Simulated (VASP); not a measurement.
A run of VASP 6.6.1 is set up as follows.

File INCAR:

```
PREC = Accurate ; ENCUT = 500
EDIFF = 1E-6 ; ISMEAR = -1
SIGMA = 0.08 ; LREAL = False
LASPH = True ; NELM = 120
ALGO = Normal ; ISIF = 2
LWAVE = False ; LCHARG = True
GGA = PS ; LELF = True
LVHAR = True ; NBANDS = 12
GGA_COMPAT = False
```

Contents of KPOINTS:

```
Automatic mesh
0
Gamma
  18 18 18
```

The input POSCAR:

```
Au
1.0
    0.0000000000      1.8118163749      1.8118163749
    1.8118163749      0.0000000000      1.8118163749
    1.8118163749      1.8118163749      0.0000000000
Au
1
Direct
    0.0000000000      0.0000000000      0.0000000000
```

Potentials or basis: VASP PAW PBE potentials, release 64 (Au).

The run is started by

```console
$ cat potpaw_PBE.64/Au/POTCAR > POTCAR
$ mpirun -np 1 vasp_std > vasp.out
```

(1) Predict the pressure.

Results:

(1) 170.8 GPa.

Caveat: the PAW data sets were made with another functional, which shifts forces and pressure a little.
